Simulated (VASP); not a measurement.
# Be2Si (Fm-3m) in VASP: further runs

Be2Si is run at these levels: PBE; tasks: single point.

All numbers are computed with VASP 6.6.1; they aren't measurements. Logs are shortened: lines on timing, memory, paths and dates and some standing lists are left out, and cuts for length are marked.

## 1. The cell of the first run

The structure is cubic, space group Fm-3m (No. 225). The conventional cell has a = 5.280 Å, b = 5.280 Å, c = 5.280 Å, α = 90.00°, β = 90.00°, γ = 90.00°. Si (site symmetry m-3m) has 8 Be at 2.29 Å within 3.0 Å. Within 3.0 Å of Be (site symmetry -43m) lie 4 Si at 2.29 Å and 6 Be at 2.64 Å.

## 2. Single point, PBE

INCAR

```
SYSTEM = Be2Si
PREC     = Accurate       ! precision mode
ENCUT    = 520            ! plane-wave cutoff, eV
EDIFF    = 1E-7           ! SCF threshold, eV
ISMEAR   = -1             ! smearing method
SIGMA    = 0.1            ! smearing width, eV
LREAL    = .False.        ! projectors in reciprocal space
LASPH    = .True.         ! aspherical terms in the spheres
NELM     = 60             ! most SCF steps
ALGO     = Fast           ! electronic algorithm
ISIF     = 2              ! what is computed and relaxed
LWAVE    = .False.        ! write WAVECAR
LCHARG   = .False.        ! write CHGCAR
GGA      = PE             ! functional
NBANDS   = 11             ! bands
```

KPOINTS

```
regular mesh
0
Gamma
  10 10 10
  0 0 0
```

POSCAR

```
Be2Si
1.0
    0.0000000000      2.6400000000      2.6400000000
    2.6400000000      0.0000000000      2.6400000000
    2.6400000000      2.6400000000      0.0000000000
Si Be
1 2
Direct
    0.0000000000      0.0000000000      0.0000000000
    0.2500000000      0.2500000000      0.2500000000
    0.7500000000      0.7500000000      0.7500000000
```

Potentials or basis: VASP PAW PBE potentials, release 64 (Si, Be).

Run with:

```sh
> cat potpaw_PBE.64/Si/POTCAR potpaw_PBE.64/Be/POTCAR > POTCAR
> mpirun -np 1 vasp_std > vasp.out
```

OUTCAR:

```text
SYSTEM = Be2Si
   PREC = Accurate
   ENCUT = 520
   EDIFF = 1E-7
   ISMEAR = -1
   LREAL = .False.
   LASPH = .True.
   NELM = 60
   ISIF = 2
   GGA = PE

 ion  position               nearest neighbor table
   1  0.000  0.000  0.000-   3 2.29   3 2.29   3 2.29   2 2.29   2 2.29   2 2.29   3 2.29   2 2.29

   2  0.250  0.250  0.250-   1 2.29   1 2.29   1 2.29   1 2.29
   3  0.750  0.750  0.750-   1 2.29   1 2.29   1 2.29   1 2.29

  LATTYP: Found a face centered cubic cell.
 ALAT       =     5.2800000000

  Lattice vectors:

 A1 = (   0.0000000000,   2.6400000000,   2.6400000000)
 A2 = (   2.6400000000,   0.0000000000,   2.6400000000)
 A3 = (   2.6400000000,   2.6400000000,   0.0000000000)

Analysis of symmetry for initial positions (statically):
=====================================================================
 Subroutine PRICEL returns:
 Original cell was already a primitive cell.

 Routine SETGRP: Setting up the symmetry group for a
 face centered cubic supercell.

 Subroutine GETGRP returns: Found 48 space group operations
 (whereof 48 operations were pure point group operations)
 out of a pool of 48 trial point group operations.

The static configuration has the point symmetry O_h .

Analysis of symmetry for dynamics (positions and initial velocities):
=====================================================================
 Subroutine PRICEL returns:
 Original cell was already a primitive cell.

 Routine SETGRP: Setting up the symmetry group for a
 face centered cubic supercell.

 Subroutine GETGRP returns: Found 48 space group operations
 (whereof 48 operations were pure point group operations)
 out of a pool of 48 trial point group operations.

The dynamic configuration has the point symmetry O_h .

 Subroutine INISYM returns: Found 48 space group operations
 (whereof 48 operations are pure point group operations),
 and found     1 'primitive' translations

----------------------------------------------------------------------------------------

                                     Primitive cell

  volume of cell :      36.7995

  direct lattice vectors                    reciprocal lattice vectors
     0.000000000  2.640000000  2.640000000    -0.189393939  0.189393939  0.189393939
     2.640000000  0.000000000  2.640000000     0.189393939 -0.189393939  0.189393939
     2.640000000  2.640000000  0.000000000     0.189393939  0.189393939 -0.189393939

  length of vectors
     3.733523805  3.733523805  3.733523805     0.328039926  0.328039926  0.328039926

  position of ions in fractional coordinates (direct lattice)
     0.000000000  0.000000000  0.000000000
     0.250000000  0.250000000  0.250000000
     0.750000000  0.750000000  0.750000000

  ion indices of the primitive-cell ions
   primitive index   ion index
                 1           1
                 2           2
                 3           3

----------------------------------------------------------------------------------------

 KPOINTS: regular mesh

Automatic generation of k-mesh.
 Grid dimensions read from file:
 generate k-points for:   10   10   10

 Generating k-lattice:

  Cartesian coordinates                     Fractional coordinates (reciprocal lattice)
    -0.018939394  0.018939394  0.018939394     0.100000000  0.000000000  0.000000000
     0.018939394 -0.018939394  0.018939394     0.000000000  0.100000000  0.000000000
     0.018939394  0.018939394 -0.018939394     0.000000000  0.000000000  0.100000000

  Length of vectors
     0.032803993  0.032803993  0.032803993

  Shift w.r.t. Gamma in fractional coordinates (k-lattice)
     0.000000000  0.000000000  0.000000000

 Subroutine IBZKPT returns following result:
 ===========================================

 Found     47 irreducible k-points:

 Following reciprocal coordinates:
            Coordinates               Weight
  0.000000  0.000000  0.000000      1.000000
  0.100000  0.000000  0.000000      8.000000
  0.200000  0.000000  0.000000      8.000000
  0.300000  0.000000  0.000000      8.000000
  0.400000  0.000000  0.000000      8.000000
  0.500000  0.000000  0.000000      4.000000
[... 16 lines left out ...]
  0.300000  0.300000  0.000000      6.000000
  0.400000  0.300000  0.000000     24.000000
 [... further k-points ...]
   k-points           NKPTS =     47   k-points in BZ     NKDIM =     47   number of bands    NBANDS=     11
   number of dos      NEDOS =    301   number of ions     NIONS =      3
   total plane-waves  NPLWV =  21952
   dimension x,y,z NGX =    28 NGY =   28 NGZ =   28
   dimension x,y,z NGXF=    56 NGYF=   56 NGZF=   56
   ions per type =               1   2
   NGX,Y,Z   is equivalent  to a cutoff of  12.47, 12.47, 12.47 a.u.
   NGXF,Y,Z  is equivalent  to a cutoff of  24.94, 24.94, 24.94 a.u.
 SYSTEM =  Be2Si
   PREC   = accura    normal or accurate (medium, high low for compatibility)
   ISTART =      0    job   : 0-new  1-cont  2-samecut
   ICHARG =      2    charge: 1-file 2-atom 10-const
   ISPIN  =      1    spin polarized calculation?
   LNONCOLLINEAR =      F non collinear calculations
   LSORBIT =      F    spin-orbit coupling
   LASPH  =      T    aspherical Exc in radial PAW
   ENCUT  =  520.0 eV  38.22 Ry    6.18 a.u.   6.94  6.94  6.94*2*pi/ulx,y,z
   NELM   =     60;   NELMIN=  2; NELMDL= -5     # of ELM steps
   EDIFF  = 0.1E-06   stopping-criterion for ELM
   LREAL  =      F    real-space projection
   EDIFFG = 0.1E-05   stopping-criterion for IOM
   NSW    =      0    number of steps for IOM
   IBRION =     -1    ionic relax: 0-MD 1-quasi-New 2-CG
   NFREE  =      0    steps in history (QN), initial steepest desc. (CG)
   ISIF   =      2    stress and relaxation
   ISYM   =      2    0-nonsym 1-usesym 2-fastsym
   POTIM  = 0.5000    time-step for ionic-motion
   TEBEG  =    0.0;   TEEND  =   0.0 temperature during run
   PSTRESS=    0.0 pullay stress
   NELECT =       8.0000    total number of electrons
   NUPDOWN=      -1.0000    fix difference up-down
   EMIN   =  10.00;   EMAX   =-10.00  energy-range for DOS
   EFERMI =   0.00;   METHOD = LEGACY
   ISMEAR =    -1;   SIGMA  =   0.10  broadening in eV -4-tet -1-fermi 0-gaus
   EFERMI_NEDOS =   21; number of points for ismear=-14 and -15
   IALGO  =     68    algorithm
   IMIX   =      4    mixing-type and parameters
     AMIX     =   0.40;   BMIX     =  1.00
     AMIX_MAG =   1.60;   BMIX_MAG =  1.00
  volume/ion in A,a.u.               =      12.27        82.78
  Fermi-wavevector in a.u.,A,eV,Ry     =   0.984368  1.860186 13.183783  0.968981
  Thomas-Fermi vector in A             =   2.115596
   LORBIT       =      0    0 simple, 1 ext, 2 COOP (PROOUT), +10 PAW based schemes
   GGA     = PE    functional components
   LHFCALC =     F    Hartree Fock is set to
   AEXX    =    0.0000 exact exchange contribution
   IVDW    =     0    specifies the selected vdW correction
   LEPSILON=     F    determine dielectric tensor
   LRPA    =     F    only Hartree local field effects (RPA)
 non-spin polarized calculation
 RMM-DIIS sequential band-by-band and
  energy-cutoff  :      520.00
  volume of cell :       36.80
 maximum number of plane-waves:      1002
   NGX = 13   NGY = 13   NGZ = 13

 number of electron       8.0000000 magnetization

 Free energy of the ion-electron system (eV)
  ---------------------------------------------------
  ext. energy  EPLUGINS =         0.00000000
  ---------------------------------------------------
  free energy    TOTEN  =       -12.24983993 eV

  energy without entropy =      -12.23698050  energy(sigma->0) =      -12.24341021

 E-fermi :   6.6529     XC(G=0):  -9.9646

 val. band max:        6.5210051600   @ k =   0.1000   0.0000   0.0000
 cond. band min:       6.6542667348   @ k =   0.3000   0.3000   0.0000
 fundamental gap:      0.1332615749
 Fermi energy:         6.6529267854

 k-point     1 :       0.0000    0.0000    0.0000
  band No.  band energies     occupation
      1      -5.3612      2.00000
      2       7.0911      0.02470
      3       7.0911      0.02470
      4       7.0911      0.02470
      5       7.4985      0.00043
      6       7.4985      0.00043
      7       7.4985      0.00043
      8      12.7669      0.00000
      9      14.0672      0.00000
     10      14.1374      0.00000
     11      14.1374      0.00000

 k-point     2 :       0.1000    0.0000    0.0000
  band No.  band energies     occupation
      1      -5.2312      2.00000
      2       5.4323      1.99999
      3       6.5210      1.57810
      4       6.5210      1.57810
      5       8.1165      0.00000
      6       8.1165      0.00000
      7       8.5732      0.00000
      8      13.0172      0.00000
      9      13.1441      0.00000
     10      13.1441      0.00000
     11      14.1659      0.00000

 k-point     3 :       0.2000    0.0000    0.0000
  band No.  band energies     occupation
      1      -4.8455      2.00000
      2       3.4635      2.00000
      3       5.9582      1.99808
      4       5.9582      1.99808
      5       8.5809      0.00000
      6       8.5809      0.00000
      7       9.0841      0.00000
      8      12.7162      0.00000
      9      12.7162      0.00000
     10      13.1959      0.00000
     11      14.5887      0.00000

 k-point     4 :       0.3000    0.0000    0.0000
  band No.  band energies     occupation
      1      -4.2238      2.00000
      2       1.6247      2.00000
      3       5.5844      1.99995
      4       5.5844      1.99995
      5       8.4340      0.00000
      6       8.4340      0.00000
      7       9.2114      0.00000
      8      13.1307      0.00000
      9      13.5107      0.00000
     10      13.5107      0.00000
     11      15.4323      0.00000
[... 239 lines left out ...]
 k-point    22 :      -0.2000    0.2000    0.0000
  band No.  band energies     occupation
      1      -4.0138      2.00000
      2       2.3214      2.00000
      3       2.9190      2.00000
      4       5.7725      1.99970
      5       8.6627      0.00000
      6       8.6703      0.00000
      7      11.1267      0.00000
      8      11.9211      0.00000
      9      12.3501      0.00000
     10      14.8175      0.00000
     11      18.1975      0.00000

 k-point    23 :       0.3000    0.3000    0.0000
  band No.  band energies     occupation
      1      -3.8389      2.00000
      2       3.1019      2.00000
      3       3.5505      2.00000
      4       3.5505      2.00000
      5       6.6543      0.99330
      6       8.1334      0.00000
      7      12.3215      0.00000
      8      12.3215      0.00000
      9      16.1588      0.00000
     10      16.8342      0.00000
     11      17.5621      0.00000

 k-point    24 :       0.4000    0.3000    0.0000
  band No.  band energies     occupation
      1      -3.2490      2.00000
      2       1.9381      2.00000
      3       2.9277      2.00000
      4       3.3117      2.00000
      5       6.8626      0.21888
      6       8.1985      0.00000
      7      12.5451      0.00000
      8      12.8074      0.00000
      9      16.3991      0.00000
     10      17.7209      0.00000
     11      18.2488      0.00000

 [... further k-points ...]
[... 5 lines left out ...]
  --------------------------------------------------------------------------------------
  -------------------------------------------------------------------------------------
  Total        0.0536302      0.0536302      0.0536302     -0.0000000      0.0000000      0.0000000
  in kB        2.3349530      2.3349530      2.3349530     -0.0000000      0.0000000      0.0000000
  external PRESSURE =       2.3349530 kB  Pullay stress =       0.0000000 kB

 VOLUME and BASIS-vectors are now :
 -----------------------------------------------------------------------------
  energy-cutoff  :      520.00
  volume of cell :       36.80
      direct lattice vectors                 reciprocal lattice vectors
     0.000000000  2.640000000  2.640000000    -0.189393939  0.189393939  0.189393939
     2.640000000  0.000000000  2.640000000     0.189393939 -0.189393939  0.189393939
     2.640000000  2.640000000  0.000000000     0.189393939  0.189393939 -0.189393939

 POSITION                                       TOTAL-FORCE (eV/Angst)
 -----------------------------------------------------------------------------------
      0.00000      0.00000      0.00000        -0.000000      0.000000      0.000000
      1.32000      1.32000      1.32000         0.000000     -0.000000      0.000000
      3.96000      3.96000      3.96000        -0.000000      0.000000     -0.000000
 -----------------------------------------------------------------------------------
    total drift:                                0.000000     -0.000000     -0.000000

  FREE ENERGIE OF THE ION-ELECTRON SYSTEM (eV)
  ---------------------------------------------------
  free  energy   TOTEN  =       -12.2498399266 eV

  energy  without entropy=      -12.2369805004  energy(sigma->0) =      -12.24341021
```

Wall time 40 s (1 thread of Intel Xeon 8259CL, shared host); peak memory 0.15 GiB.

What came out:

```yaml
Free_energy: -12.2498 eV
Pressure: 0.2 GPa
Band_gap_on_the_k_mesh: zero (bands 4 and 5 overlap by 0.66 eV)
```

Levels at points of the mesh, in eV from the Fermi level:
```csv
k point,band 1,band 2,band 3,band 4,band 5,band 6,band 7,band 8
"(0.00, 0.00, 0.00)",-12.01,0.44,0.44,0.44,0.85,0.85,0.85,6.11
"(0.50, 0.00, 0.00)",-9.59,-7.32,-1.33,-1.33,1.28,1.28,2.56,6.34
"(0.50, 0.50, 0.00)",-8.66,-6.40,-3.86,-3.86,-0.19,0.39,7.76,7.76
```

[end of part 1 of 2]
